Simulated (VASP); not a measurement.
# SnO2 in VASP: single point with PBEsol

Aim: the single point of SnO2 with PBEsol.

Program: VASP 6.6.1. These are calculated values, not measurements. Logs are shortened: lines on timing, memory, paths and dates and some standing lists are left out, and cuts for length are marked.

## 1. The cell of the first run

The cell holds a slab with vacuum, 12 atoms: a = 3.212 Å, b = 4.770 Å, c = 26.001 Å, α = 90.00°, β = 90.00°, γ = 90.00°.

## 2. Single point, PBEsol

INCAR reads:

```
SYSTEM = SnO2
PREC = Accurate
ENCUT = 520
EDIFF = 1E-6
ISMEAR = 0
SIGMA = 0.05
LREAL = .False.
LASPH = .True.
NELM = 100
ALGO = Normal
ISIF = 2
LWAVE = .False.
LCHARG = .False.
LDIPOL = .True.
IDIPOL = 3
DIPOL = 0.5 0.5 0.501
GGA = PS
NBANDS = 64
```

KPOINTS reads:

```
Automatic mesh
0
Gamma
  8 6 1
  0 0 0
```

POSCAR reads:

```
SnO2
1.0
    3.2119791572      0.0000000000      0.0000000000
    0.0000000000      4.7700658454      0.0000000000
    0.0000000000      0.0000000000     26.0012228805
O Sn
8 4
Direct
    0.5000000000      0.1936529226      0.3269077012
    0.5000000000      0.8063470774      0.3979903698
    0.0000000000      0.3063470774      0.4186083442
    0.0000000000      0.6936529226      0.4896910128
    0.5000000000      0.1947144516      0.5107148965
    0.5000000000      0.7960628980      0.5803516018
    0.0000000000      0.2787657250      0.6057696297
    0.0000000000      0.6372830744      0.6790697175
    0.0000000000      0.0000000000      0.3624490355
    0.5000000000      0.5000000000      0.4541496785
    0.0000000000     -0.0001126388      0.5459978415
    0.5000000000      0.5126114178      0.6386755972
```

Potentials or basis: VASP PAW PBE potentials, release 64 (O, Sn_d).

The run is started by

```console
$ cat potpaw_PBE.64/O/POTCAR potpaw_PBE.64/Sn_d/POTCAR > POTCAR
$ mpirun -np 1 vasp_std > vasp.out
```

OUTCAR:

```text
SYSTEM = SnO2
   PREC = Accurate
   ENCUT = 520
   EDIFF = 1E-6
   ISMEAR = 0
   LREAL = .False.
   LASPH = .True.
   NELM = 100
   ISIF = 2
   GGA = PS

 ion  position               nearest neighbor table
   1  0.500  0.194  0.327-   9 2.07   9 2.07
   2  0.500  0.806  0.398-  10 2.07   9 2.07   9 2.07
   3  0.000  0.306  0.419-   9 2.07  10 2.07  10 2.07
   4  0.000  0.694  0.490-  11 2.07  10 2.07  10 2.07
   5  0.500  0.195  0.511-  10 2.07  11 2.07  11 2.07
   6  0.500  0.796  0.580-  12 2.03  11 2.08  11 2.08
   7  0.000  0.279  0.606-  11 2.05  12 2.13  12 2.13
   8  0.000  0.637  0.679-  12 2.01  12 2.01
   9  0.000  0.000  0.362-   3 2.07   2 2.07   1 2.07   1 2.07   2 2.07  10 3.74  10 3.74  10 3.74
                            10 3.74
  10  0.500  0.500  0.454-   2 2.07   5 2.07   4 2.07   3 2.07   3 2.07   4 2.07   9 3.74   9 3.74
                             9 3.74   9 3.74  11 3.74  11 3.74  11 3.74  11 3.74
  11  0.000  1.000  0.546-   7 2.05   4 2.07   5 2.07   5 2.07   6 2.08   6 2.08  12 3.71  12 3.71
                            10 3.74  10 3.74  10 3.74  10 3.74
  12  0.500  0.513  0.639-   8 2.01   8 2.01   6 2.03   7 2.13   7 2.13  11 3.71  11 3.71

  LATTYP: Found a simple orthorhombic cell.
 ALAT       =     3.2119791572
 B/A-ratio  =     1.4850861764
 C/A-ratio  =     8.0950783327

  Lattice vectors:

 A1 = (   3.2119791572,   0.0000000000,   0.0000000000)
 A2 = (   0.0000000000,   4.7700658454,   0.0000000000)
 A3 = (   0.0000000000,   0.0000000000,  26.0012228805)

Analysis of symmetry for initial positions (statically):
=====================================================================
 Subroutine PRICEL returns:
 Original cell was already a primitive cell.

 Routine SETGRP: Setting up the symmetry group for a
 simple orthorhombic supercell.

 Subroutine GETGRP returns: Found  2 space group operations
 (whereof  2 operations were pure point group operations)
 out of a pool of  8 trial point group operations.

The static configuration has the point symmetry C_1h.

Analysis of symmetry for dynamics (positions and initial velocities):
=====================================================================
 Subroutine PRICEL returns:
 Original cell was already a primitive cell.

 Routine SETGRP: Setting up the symmetry group for a
 simple orthorhombic supercell.

 Subroutine GETGRP returns: Found  2 space group operations
 (whereof  2 operations were pure point group operations)
 out of a pool of  8 trial point group operations.

The dynamic configuration has the point symmetry C_1h.

 Subroutine INISYM returns: Found  2 space group operations
 (whereof  2 operations are pure point group operations),
 and found     1 'primitive' translations

----------------------------------------------------------------------------------------

                                     Primitive cell

  volume of cell :     398.3739

  direct lattice vectors                    reciprocal lattice vectors
     3.211979157  0.000000000  0.000000000     0.311334523  0.000000000  0.000000000
     0.000000000  4.770065845  0.000000000     0.000000000  0.209640712  0.000000000
     0.000000000  0.000000000 26.001222880     0.000000000  0.000000000  0.038459730

  length of vectors
     3.211979157  4.770065845 26.001222880     0.311334523  0.209640712  0.038459730

  position of ions in fractional coordinates (direct lattice)
     0.500000000  0.193652923  0.326907701
     0.500000000  0.806347077  0.397990370
     0.000000000  0.306347077  0.418608344
     0.000000000  0.693652923  0.489691013
     0.500000000  0.194714452  0.510714896
     0.500000000  0.796062898  0.580351602
     0.000000000  0.278765725  0.605769630
     0.000000000  0.637283074  0.679069717
     0.000000000  0.000000000  0.362449035
     0.500000000  0.500000000  0.454149679
     0.000000000  0.999887361  0.545997841
     0.500000000  0.512611418  0.638675597

  ion indices of the primitive-cell ions
   primitive index   ion index
                 1           1
                 2           2
                 3           3
                 4           4
                 5           5
                 6           6
                 7           7
                 8           8
                 9           9
                10          10
                11          11
                12          12

----------------------------------------------------------------------------------------

 KPOINTS: Automatic mesh

Automatic generation of k-mesh.
 Grid dimensions read from file:
 generate k-points for:    8    6    1

 Generating k-lattice:

  Cartesian coordinates                     Fractional coordinates (reciprocal lattice)
     0.038916815  0.000000000  0.000000000     0.125000000  0.000000000  0.000000000
     0.000000000  0.034940119  0.000000000     0.000000000  0.166666667  0.000000000
     0.000000000  0.000000000  0.038459730     0.000000000  0.000000000  1.000000000

  Length of vectors
     0.038916815  0.034940119  0.038459730

  Shift w.r.t. Gamma in fractional coordinates (k-lattice)
     0.000000000  0.000000000  0.000000000

 Subroutine IBZKPT returns following result:
 ===========================================

 Found     20 irreducible k-points:

 Following reciprocal coordinates:
            Coordinates               Weight
  0.000000  0.000000  0.000000      1.000000
  0.125000  0.000000  0.000000      2.000000
  0.250000  0.000000  0.000000      2.000000
  0.375000  0.000000  0.000000      2.000000
  0.500000  0.000000  0.000000      1.000000
  0.000000  0.166667  0.000000      2.000000
[... 12 lines left out ...]
  0.375000  0.500000  0.000000      2.000000
  0.500000  0.500000  0.000000      1.000000
   k-points           NKPTS =     20   k-points in BZ     NKDIM =     20   number of bands    NBANDS=     64
   number of dos      NEDOS =    301   number of ions     NIONS =     12
   total plane-waves  NPLWV = 169344
   dimension x,y,z NGX =    24 NGY =   36 NGZ =  196
   dimension x,y,z NGXF=    48 NGYF=   72 NGZF=  392
   ions per type =               8   4
   NGX,Y,Z   is equivalent  to a cutoff of  12.42, 12.55, 12.53 a.u.
   NGXF,Y,Z  is equivalent  to a cutoff of  24.84, 25.09, 25.06 a.u.
 SYSTEM =  SnO2
   PREC   = accura    normal or accurate (medium, high low for compatibility)
   ISTART =      0    job   : 0-new  1-cont  2-samecut
   ICHARG =      2    charge: 1-file 2-atom 10-const
   ISPIN  =      1    spin polarized calculation?
   LNONCOLLINEAR =      F non collinear calculations
   LSORBIT =      F    spin-orbit coupling
   LASPH  =      T    aspherical Exc in radial PAW
   ENCUT  =  520.0 eV  38.22 Ry    6.18 a.u.   5.97  8.87 48.35*2*pi/ulx,y,z
   NELM   =    100;   NELMIN=  2; NELMDL= -5     # of ELM steps
   EDIFF  = 0.1E-05   stopping-criterion for ELM
   LREAL  =      F    real-space projection
   EDIFFG = 0.1E-04   stopping-criterion for IOM
   NSW    =      0    number of steps for IOM
   IBRION =     -1    ionic relax: 0-MD 1-quasi-New 2-CG
   NFREE  =      0    steps in history (QN), initial steepest desc. (CG)
   ISIF   =      2    stress and relaxation
   ISYM   =      2    0-nonsym 1-usesym 2-fastsym
   POTIM  = 0.5000    time-step for ionic-motion
   TEBEG  =    0.0;   TEEND  =   0.0 temperature during run
   PSTRESS=    0.0 pullay stress
   NELECT =     104.0000    total number of electrons
   NUPDOWN=      -1.0000    fix difference up-down
   EMIN   =  10.00;   EMAX   =-10.00  energy-range for DOS
   EFERMI =   0.00;   METHOD = LEGACY
   ISMEAR =     0;   SIGMA  =   0.05  broadening in eV -4-tet -1-fermi 0-gaus
   EFERMI_NEDOS =   21; number of points for ismear=-14 and -15
   IALGO  =     38    algorithm
   IMIX   =      4    mixing-type and parameters
     AMIX     =   0.40;   BMIX     =  1.00
     AMIX_MAG =   1.60;   BMIX_MAG =  1.00
  volume/ion in A,a.u.               =      33.20       224.03
  Fermi-wavevector in a.u.,A,eV,Ry     =   1.046299  1.977218 14.894853  1.094741
  Thomas-Fermi vector in A             =   2.181131
   LORBIT       =      0    0 simple, 1 ext, 2 COOP (PROOUT), +10 PAW based schemes
   GGA     = PS    functional components
   LHFCALC =     F    Hartree Fock is set to
   AEXX    =    0.0000 exact exchange contribution
   IVDW    =     0    specifies the selected vdW correction
   LEPSILON=     F    determine dielectric tensor
   LRPA    =     F    only Hartree local field effects (RPA)
 non-spin polarized calculation
 Gauss-broadening in eV      SIGMA  =   0.05
  energy-cutoff  :      520.00
  volume of cell :      398.37
 maximum number of plane-waves:     10810
 NGX is ok and might be reduce to    24
   NGX = 11   NGY = 17   NGZ = 97

 dipolmoment           0.000000      0.000000     -0.000000 electrons x Angstroem

 number of electron     104.0000015 magnetization

 dipolmoment           0.000000      0.000000      0.033264 electrons x Angstroem

 Free energy of the ion-electron system (eV)
  ---------------------------------------------------
  ext. energy  EPLUGINS =         0.00000000
  ---------------------------------------------------
  free energy    TOTEN  =       -76.60413288 eV

  energy without entropy =      -76.60413288  energy(sigma->0) =      -76.60413288

 E-fermi :  -2.5783     XC(G=0):  -4.7791

 val. band max:       -2.7962084554   @ k =   0.3750   0.0000   0.0000
 cond. band min:      -1.4318529697   @ k =   0.0000   0.0000   0.0000
 fundamental gap:      1.3643554856
 Fermi energy:        -2.5782604567

 k-point     1 :       0.0000    0.0000    0.0000
  band No.  band energies     occupation
      1     -23.7044      2.00000
      2     -23.4939      2.00000
      3     -23.2263      2.00000
      4     -23.0332      2.00000
      5     -22.7704      2.00000
      6     -22.7578      2.00000
[... 1329 lines left out ...]
     63       7.2984      0.00000
     64       7.5261      0.00000

------------------------ aborting loop because EDIFF is reached ----------------------------------------

 vacuum level on the upper side and lower side of the slab       (xc-potential included)         0.029        -0.370

  FORCE on cell =-STRESS in cart. coord.  units (eV):
  Direction    XX          YY          ZZ          XY          YZ          ZX
  --------------------------------------------------------------------------------------
  -------------------------------------------------------------------------------------
  Total       -7.4047451      0.7664972      0.6190529      0.0000000      0.0838006      0.0000000
  in kB      -29.7803522      3.0826933      2.4897026      0.0000000      0.3370285      0.0000000
  external PRESSURE =      -8.0693188 kB  Pullay stress =       0.0000000 kB

 VOLUME and BASIS-vectors are now :
 -----------------------------------------------------------------------------
  energy-cutoff  :      520.00
  volume of cell :      398.37
      direct lattice vectors                 reciprocal lattice vectors
     3.211979157  0.000000000  0.000000000     0.311334523  0.000000000  0.000000000
     0.000000000  4.770065845  0.000000000     0.000000000  0.209640712  0.000000000
     0.000000000  0.000000000 26.001222880     0.000000000  0.000000000  0.038459730

 POSITION                                       TOTAL-FORCE (eV/Angst)
 -----------------------------------------------------------------------------------
      1.60599      0.92374      8.50000         0.000000     -1.309347      0.158592
      1.60599      3.84633     10.34824         0.000000     -0.741228     -0.037481
      0.00000      1.46130     10.88433         0.000000      0.053678      0.175985
      0.00000      3.30877     12.73257         0.000000      0.102371     -0.018090
      1.60599      0.92880     13.27921         0.000000      0.011090     -0.002483
      1.60599      3.79727     15.08985         0.000000     -0.009638     -0.011355
      0.00000      1.32973     15.75075         0.000000     -0.005082      0.010746
      0.00000      3.03988     17.65664         0.000000      0.035602      0.058861
      0.00000      0.00000      9.42412         0.000000      2.270407     -0.446043
      1.60599      2.38503     11.80845         0.000000     -0.372656      0.094338
      0.00000      4.76953     14.19661         0.000000     -0.014557     -0.003213
      1.60599      2.44519     16.60635         0.000000     -0.020640      0.020144
 -----------------------------------------------------------------------------------
    total drift:                                0.000000      0.000389     -0.001005

  FREE ENERGIE OF THE ION-ELECTRON SYSTEM (eV)
  ---------------------------------------------------
  free  energy   TOTEN  =       -76.6041328814 eV

  energy  without entropy=      -76.6041328814  energy(sigma->0) =      -76.60413288

 vacuum level on the upper side and lower side of the slab         5.056         4.655
```

It used 1700 s of CPU time on 1 thread of AMD EPYC 7R13 Processor (Zen 3), on a shared host.

What came out:

```yaml
Free_energy: -76.6041 eV
Largest_force: 2.314 eV/Å
Band_gap_on_the_k_mesh: 1.36 eV, indirect (least direct gap 1.40 eV)
```

Forces on the atoms (eV/Å):
```
O    0.000 -1.309  0.159
O    0.000 -0.741 -0.037
O    0.000  0.054  0.176
O    0.000  0.102 -0.018
O    0.000  0.011 -0.002
O    0.000 -0.010 -0.011
O    0.000 -0.005  0.011
O    0.000  0.036  0.059
Sn   0.000  2.270 -0.446
Sn   0.000 -0.373  0.094
Sn   0.000 -0.015 -0.003
Sn   0.000 -0.021  0.020
```

Levels at points of the mesh, in eV from the valence-band top:
| k point | band 50 | band 51 | band 52 | band 53 | band 54 | band 55 |
| --- | --- | --- | --- | --- | --- | --- |
| (0.00, 0.00, 0.00) | -0.56 | -0.27 | -0.04 | 1.36 | 2.12 | 3.51 |
| (0.50, 0.00, 0.00) | -0.24 | -0.16 | 0.00 | 3.85 | 4.93 | 5.97 |
| (0.00, 0.50, 0.00) | -0.51 | -0.32 | -0.11 | 2.65 | 3.04 | 4.30 |
| (0.50, 0.50, 0.00) | -0.29 | -0.12 | -0.05 | 3.50 | 4.53 | 5.23 |

Caveat: the PAW data sets were made with another functional, which shifts forces and pressure a little; spin-orbit coupling is left out, which moves the levels of the heavy elements.
